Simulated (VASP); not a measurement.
# TiC (Immm) in VASP: further runs

TiC is run at these levels: PBEsol; tasks: single point.

All numbers are computed with VASP 6.6.1; they aren't measurements. Logs are shortened: lines on timing, memory, paths and dates and some standing lists are left out, and cuts for length are marked.

## 1. The cell of the first run

Symmetry: Immm, No. 71, orthorhombic system. Conventional cell: a = 2.946 Å, b = 3.175 Å, c = 4.328 Å, α = 90.00°, β = 90.00°, γ = 90.00°. Within 3.2 Å of Ti (site symmetry mmm) lie 6 C at 2.16 to 2.17 Å and 12 Ti at 2.95 to 3.18 Å. Within 3.2 Å of C (site symmetry mmm) lie 6 Ti at 2.16 to 2.17 Å and 12 C at 2.95 to 3.18 Å.

## 2. Single point, PBEsol (strain -0.0750 x Voigt [0, 0, 0, 0, 0, 1])

Input file INCAR:

```
PREC = Accurate
ENCUT = 520
EDIFF = 1E-7
ISMEAR = 0
SIGMA = 0.15
LREAL = F
LASPH = T
NELM = 100
ALGO = Normal
ISIF = 2
LWAVE = F
LCHARG = F
GGA = PS
NBANDS = 15
```

Input file KPOINTS:

```
regular mesh
0
Gamma
  18 18 18
```

Input file POSCAR:

```
TiC
1.0
   -0.0811500000      2.1640000000      2.1640000000
    2.1640000000     -0.0811500000      2.1640000000
    2.0828500000      2.0828500000      0.0000000000
Ti C
1 1
Direct
    0.0000000000      0.0000000000      0.0000000000
    0.5000000000      0.5000000000      0.5000000000
```

Potentials or basis: VASP PAW PBE potentials, release 64 (Ti_sv, C).

Launch:

```sh
cat potpaw_PBE.64/Ti_sv/POTCAR potpaw_PBE.64/C/POTCAR > POTCAR
mpirun -np 1 vasp_std > vasp.out
```

OUTCAR:

```text
PREC = Accurate
   ENCUT = 520
   EDIFF = 1E-7
   ISMEAR = 0
   LREAL = F
   LASPH = T
   NELM = 100
   ISIF = 2
   GGA = PS

 ion  position               nearest neighbor table
   1  0.000  0.000  0.000-   2 2.16   2 2.16   2 2.17   2 2.17   2 2.17   2 2.17
   2  0.500  0.500  0.500-   1 2.16   1 2.16   1 2.17   1 2.17   1 2.17   1 2.17

  LATTYP: Found a body centered orthorhombic cell.
 ALAT       =     2.9455947184
 B/A-ratio  =     1.0779220779
 C/A-ratio  =     1.4693127921

  Lattice vectors:

 A1 = (   0.0811500000,  -2.1640000000,  -2.1640000000)
 A2 = (  -0.0811500000,   2.1640000000,  -2.1640000000)
 A3 = (   2.1640000000,  -0.0811500000,   2.1640000000)

Analysis of symmetry for initial positions (statically):
=====================================================================
 Subroutine PRICEL returns:
 Original cell was already a primitive cell.

 Routine SETGRP: Setting up the symmetry group for a
 body centered orthorhombic supercell.

 Subroutine GETGRP returns: Found  8 space group operations
 (whereof  8 operations were pure point group operations)
 out of a pool of  8 trial point group operations.

The static configuration has the point symmetry D_2h.

Analysis of symmetry for dynamics (positions and initial velocities):
=====================================================================
 Subroutine PRICEL returns:
 Original cell was already a primitive cell.

 Routine SETGRP: Setting up the symmetry group for a
 body centered orthorhombic supercell.

 Subroutine GETGRP returns: Found  8 space group operations
 (whereof  8 operations were pure point group operations)
 out of a pool of  8 trial point group operations.

The dynamic configuration has the point symmetry D_2h.

 Subroutine INISYM returns: Found  8 space group operations
 (whereof  8 operations are pure point group operations),
 and found     1 'primitive' translations

----------------------------------------------------------------------------------------

                                     Primitive cell

  volume of cell :      20.2391

  direct lattice vectors                    reciprocal lattice vectors
    -0.081150000  2.164000000  2.164000000    -0.222702269  0.222702269  0.231053604
     2.164000000 -0.081150000  2.164000000     0.222702269 -0.222702269  0.231053604
     2.082850000  2.082850000  0.000000000     0.240055693  0.240055693 -0.231053604

  length of vectors
     3.061433867  3.061433867  2.945594718     0.390612813  0.390612813  0.410657083

  position of ions in fractional coordinates (direct lattice)
     0.000000000  0.000000000  0.000000000
     0.500000000  0.500000000  0.500000000

  ion indices of the primitive-cell ions
   primitive index   ion index
                 1           1
                 2           2

----------------------------------------------------------------------------------------

 KPOINTS: regular mesh

Automatic generation of k-mesh.
 Grid dimensions read from file:
 generate k-points for:   18   18   18

 Generating k-lattice:

  Cartesian coordinates                     Fractional coordinates (reciprocal lattice)
    -0.012372348  0.012372348  0.012836311     0.055555556  0.000000000  0.000000000
     0.012372348 -0.012372348  0.012836311     0.000000000  0.055555556  0.000000000
     0.013336427  0.013336427 -0.012836311     0.000000000  0.000000000  0.055555556

  Length of vectors
     0.021700712  0.021700712  0.022814282

  Shift w.r.t. Gamma in fractional coordinates (k-lattice)
     0.000000000  0.000000000  0.000000000

 Subroutine IBZKPT returns following result:
 ===========================================

 Found    865 irreducible k-points:

 Following reciprocal coordinates:
            Coordinates               Weight
  0.000000  0.000000  0.000000      1.000000
  0.055556  0.000000  0.000000      4.000000
  0.111111  0.000000  0.000000      4.000000
  0.166667 -0.000000  0.000000      4.000000
  0.222222 -0.000000  0.000000      4.000000
  0.277778  0.000000  0.000000      4.000000
[... 16 lines left out ...]
 -0.277778  0.055556  0.000000      4.000000
 -0.222222  0.055556  0.000000      4.000000
 [... further k-points ...]
   k-points           NKPTS =    865   k-points in BZ     NKDIM =    865   number of bands    NBANDS=     15
   number of dos      NEDOS =    301   number of ions     NIONS =      2
   total plane-waves  NPLWV =  13824
   dimension x,y,z NGX =    24 NGY =   24 NGZ =   24
   dimension x,y,z NGXF=    48 NGYF=   48 NGZF=   48
   ions per type =               1   1
   NGX,Y,Z   is equivalent  to a cutoff of  13.03, 13.03, 13.55 a.u.
   NGXF,Y,Z  is equivalent  to a cutoff of  26.07, 26.07, 27.09 a.u.
 SYSTEM =  unknown system
   PREC   = accura    normal or accurate (medium, high low for compatibility)
   ISTART =      0    job   : 0-new  1-cont  2-samecut
   ICHARG =      2    charge: 1-file 2-atom 10-const
   ISPIN  =      1    spin polarized calculation?
   LNONCOLLINEAR =      F non collinear calculations
   LSORBIT =      F    spin-orbit coupling
   LASPH  =      T    aspherical Exc in radial PAW
   ENCUT  =  520.0 eV  38.22 Ry    6.18 a.u.   5.69  5.69  5.48*2*pi/ulx,y,z
   NELM   =    100;   NELMIN=  2; NELMDL= -5     # of ELM steps
   EDIFF  = 0.1E-06   stopping-criterion for ELM
   LREAL  =      F    real-space projection
   EDIFFG = 0.1E-05   stopping-criterion for IOM
   NSW    =      0    number of steps for IOM
   IBRION =     -1    ionic relax: 0-MD 1-quasi-New 2-CG
   NFREE  =      0    steps in history (QN), initial steepest desc. (CG)
   ISIF   =      2    stress and relaxation
   ISYM   =      2    0-nonsym 1-usesym 2-fastsym
   POTIM  = 0.5000    time-step for ionic-motion
   TEBEG  =    0.0;   TEEND  =   0.0 temperature during run
   PSTRESS=    0.0 pullay stress
   NELECT =      16.0000    total number of electrons
   NUPDOWN=      -1.0000    fix difference up-down
   EMIN   =  10.00;   EMAX   =-10.00  energy-range for DOS
   EFERMI =   0.00;   METHOD = LEGACY
   ISMEAR =     0;   SIGMA  =   0.15  broadening in eV -4-tet -1-fermi 0-gaus
   EFERMI_NEDOS =   21; number of points for ismear=-14 and -15
   IALGO  =     38    algorithm
   IMIX   =      4    mixing-type and parameters
     AMIX     =   0.40;   BMIX     =  1.00
     AMIX_MAG =   1.60;   BMIX_MAG =  1.00
  volume/ion in A,a.u.               =      10.12        68.29
  Fermi-wavevector in a.u.,A,eV,Ry     =   1.513740  2.860554 31.176510  2.291409
  Thomas-Fermi vector in A             =   2.623491
   LORBIT       =      0    0 simple, 1 ext, 2 COOP (PROOUT), +10 PAW based schemes
   GGA     = PS    functional components
   LHFCALC =     F    Hartree Fock is set to
   AEXX    =    0.0000 exact exchange contribution
   IVDW    =     0    specifies the selected vdW correction
   LEPSILON=     F    determine dielectric tensor
   LRPA    =     F    only Hartree local field effects (RPA)
 non-spin polarized calculation
 Gauss-broadening in eV      SIGMA  =   0.15
  energy-cutoff  :      520.00
  volume of cell :       20.24
 maximum number of plane-waves:       560
   NGX = 11   NGY = 11   NGZ = 11

 number of electron      16.0000001 magnetization

 Free energy of the ion-electron system (eV)
  ---------------------------------------------------
  ext. energy  EPLUGINS =         0.00000000
  ---------------------------------------------------
  free energy    TOTEN  =       -19.73671840 eV

  energy without entropy =      -19.73356747  energy(sigma->0) =      -19.73514294

 E-fermi :   9.3818     XC(G=0): -12.8813

 val. band max:        9.3789846811   @ k =   0.2222   0.1667   0.0000
 cond. band min:       9.3825959013   @ k =   0.3889   0.3333   0.0000
 fundamental gap:      0.0036112202
 Fermi energy:         9.3817868848

 k-point     1 :       0.0000    0.0000    0.0000
  band No.  band energies     occupation
      1     -46.9650      2.00000
      2     -23.1152      2.00000
      3     -23.0915      2.00000
      4     -23.0528      2.00000
      5      -3.0449      2.00000
      6       9.6679      0.00698
      7       9.9299      0.00000
      8      10.3900      0.00000
      9      10.7648      0.00000
     10      11.0218      0.00000
     11      11.1272      0.00000
     12      11.1324      0.00000
     13      11.4010      0.00000
     14      19.8991      0.00000
     15      23.3487      0.00000

 k-point     2 :       0.0556    0.0000    0.0000
  band No.  band energies     occupation
      1     -46.9630      2.00000
      2     -23.1264      2.00000
      3     -23.0963      2.00000
      4     -23.0543      2.00000
      5      -2.9771      2.00000
      6       9.3715      1.07723
      7       9.6849      0.00427
      8      10.2331      0.00000
      9      10.4444      0.00000
     10      10.6662      0.00000
     11      11.0621      0.00000
     12      11.9080      0.00000
     13      12.1204      0.00000
     14      20.0197      0.00000
     15      23.3710      0.00000

 k-point     3 :       0.1111    0.0000    0.0000
  band No.  band energies     occupation
      1     -46.9572      2.00000
      2     -23.1666      2.00000
      3     -23.1019      2.00000
      4     -23.0587      2.00000
      5      -2.7771      2.00000
      6       8.6528      2.00000
      7       9.0988      1.99236
      8       9.5913      0.04827
      9      10.3756      0.00000
     10      10.7065      0.00000
     11      11.4155      0.00000
     12      12.8319      0.00000
     13      13.0035      0.00000
     14      20.3304      0.00000
     15      23.3807      0.00000

 k-point     4 :       0.1667   -0.0000    0.0000
  band No.  band energies     occupation
      1     -46.9483      2.00000
      2     -23.2317      2.00000
      3     -23.1063      2.00000
      4     -23.0655      2.00000
      5      -2.4546      2.00000
      6       7.7881      2.00000
      7       8.4408      2.00000
      8       8.9330      1.99998
      9      10.5456      0.00000
     10      10.9154      0.00000
     11      11.7273      0.00000
     12      13.7810      0.00000
     13      13.8981      0.00000
     14      20.6599      0.00000
     15      23.3169      0.00000
[... 307 lines left out ...]
 k-point    22 :      -0.3333    0.0556    0.0000
  band No.  band energies     occupation
      1     -46.9111      2.00000
      2     -23.4877      2.00000
      3     -23.1393      2.00000
      4     -23.0897      2.00000
      5      -0.7501      2.00000
      6       4.8524      2.00000
      7       6.8643      2.00000
      8       7.3098      2.00000
      9      11.6793      0.00000
     10      11.7980      0.00000
     11      12.7472      0.00000
     12      16.0812      0.00000
     13      16.8127      0.00000
     14      19.3942      0.00000
     15      24.5554      0.00000

 k-point    23 :      -0.2778    0.0556    0.0000
  band No.  band energies     occupation
      1     -46.9216      2.00000
      2     -23.4143      2.00000
      3     -23.1361      2.00000
      4     -23.0807      2.00000
      5      -1.3103      2.00000
      6       5.6787      2.00000
      7       7.2298      2.00000
      8       7.6234      2.00000
      9      11.4393      0.00000
     10      11.4623      0.00000
     11      12.4682      0.00000
     12      15.3232      0.00000
     13      16.2303      0.00000
     14      20.1460      0.00000
     15      23.9555      0.00000

 k-point    24 :      -0.2222    0.0556    0.0000
  band No.  band energies     occupation
      1     -46.9330      2.00000
      2     -23.3331      2.00000
      3     -23.1308      2.00000
      4     -23.0717      2.00000
      5      -1.8332      2.00000
      6       6.5545      2.00000
      7       7.6812      2.00000
      8       8.0402      2.00000
      9      11.1311      0.00000
     10      11.1826      0.00000
     11      12.2211      0.00000
     12      14.4700      0.00000
     13      15.4989      0.00000
     14      20.7363      0.00000
     15      23.4362      0.00000

 [... further k-points ...]
[... 5 lines left out ...]
  --------------------------------------------------------------------------------------
  -------------------------------------------------------------------------------------
  Total       -0.6799254     -0.6799254     -0.7335182      1.5938824      0.0000000      0.0000000
  in kB      -53.8246557    -53.8246557    -58.0671996    126.1758490      0.0000000      0.0000000
  external PRESSURE =     -55.2388370 kB  Pullay stress =       0.0000000 kB

 VOLUME and BASIS-vectors are now :
 -----------------------------------------------------------------------------
  energy-cutoff  :      520.00
  volume of cell :       20.24
      direct lattice vectors                 reciprocal lattice vectors
    -0.081150000  2.164000000  2.164000000    -0.222702269  0.222702269  0.231053604
     2.164000000 -0.081150000  2.164000000     0.222702269 -0.222702269  0.231053604
     2.082850000  2.082850000  0.000000000     0.240055693  0.240055693 -0.231053604

 POSITION                                       TOTAL-FORCE (eV/Angst)
 -----------------------------------------------------------------------------------
      0.00000      0.00000      0.00000         0.000000     -0.000000      0.000000
      2.08285      2.08285      2.16400        -0.000000      0.000000      0.000000
 -----------------------------------------------------------------------------------
    total drift:                                0.000000     -0.000000     -0.000000

  FREE ENERGIE OF THE ION-ELECTRON SYSTEM (eV)
  ---------------------------------------------------
  free  energy   TOTEN  =       -19.7367184017 eV

  energy  without entropy=      -19.7335674697  energy(sigma->0) =      -19.73514294
```

Run time: 1.9 min. Hardware: 1 thread of AMD EPYC 9R45 (Zen 5), shared host; peak memory 0.33 GiB.

Results:

```
Free energy            : -19.7367 eV
Pressure               : -5.5 GPa
Band gap on the k mesh : zero (bands 8 and 9 overlap by 1.37 eV)
```

Stress tensor (GPa, compression positive):
```
-5.38 12.62  0.00
12.62 -5.38  0.00
 0.00  0.00 -5.81
```

Caveat: the cell differs from its parent crystal (strain -0.0750 x Voigt [0, 0, 0, 0, 0, 1]); the cell stands under tension; the PAW data sets were made with another functional, which shifts forces and pressure a little.

## 3. Single point, PBEsol (strain +0.0562 x Voigt [0, 0, 0, 0, 0, 1])

Input file INCAR:

```
SYSTEM = TiC
PREC = Accurate
ENCUT = 520
EDIFF = 1E-7
ISMEAR = 0
SIGMA = 0.15
LREAL = .FALSE.
LASPH = .TRUE.
NELM = 60
ALGO = Normal
ISIF = 2
LWAVE = .FALSE.
LCHARG = .FALSE.
GGA = PS
NBANDS = 15
```

Input file KPOINTS:

```
Automatic mesh
0
G
  18 18 18
  0 0 0
```

Input file POSCAR:

```
TiC
1.0
    0.0608084000      2.1640000000      2.1640000000
    2.1640000000      0.0608084000      2.1640000000
    2.2248084000      2.2248084000      0.0000000000
Ti C
1 1
Direct
    0.0000000000      0.0000000000      0.0000000000
    0.5000000000      0.5000000000      0.5000000000
```

Potentials or basis: VASP PAW PBE potentials, release 64 (Ti_sv, C).

Launch:

```sh
cat potpaw_PBE.64/Ti_sv/POTCAR potpaw_PBE.64/C/POTCAR > POTCAR
mpirun -np 1 vasp_std > vasp.out
```

Wall time 1.7 min (1 thread of AMD EPYC 9R45 (Zen 5), shared host); peak memory 0.33 GiB.

The run converged. Its results:

| Item | Value |
| --- | --- |
| Free energy | -19.7625 eV |
| Pressure | -5.7 GPa |
| Band gap on the k mesh | zero (bands 8 and 9 overlap by 1.31 eV) |

Stress tensor (GPa, compression positive):
```
-5.64 -9.44  0.00
-9.44 -5.64  0.00
 0.00  0.00 -5.81
```

Levels at points of the mesh, in eV from the Fermi level:
```
           k point  band 5  band 6  band 7  band 8  band 9  band 10  band 11  band 12
(0.00, 0.00, 0.00)  -12.41    0.38    0.59    0.92    1.46     1.67     1.74     1.74
(0.50, 0.00, 0.00)   -8.72   -5.90   -3.26   -2.89    2.84     3.05     4.28     7.92
(0.50, 0.50, 0.00)  -10.11   -3.47   -1.71   -0.41    0.35     2.74     3.52     3.53
(0.00, 0.00, 0.50)   -9.02   -5.92   -2.95   -2.54    2.63     2.99     4.03     8.04
(0.50, 0.00, 0.50)  -10.08   -3.47   -1.70   -0.05   -0.04     2.69     3.51     3.53
```

Caveat: the cell differs from its parent crystal (strain +0.0562 x Voigt [0, 0, 0, 0, 0, 1]); the cell stands under tension; the PAW data sets were made with another functional, which shifts forces and pressure a little.

[end of part 1 of 2]

The gap in the log of VASP goes by the Fermi energy; the results here count the filled bands.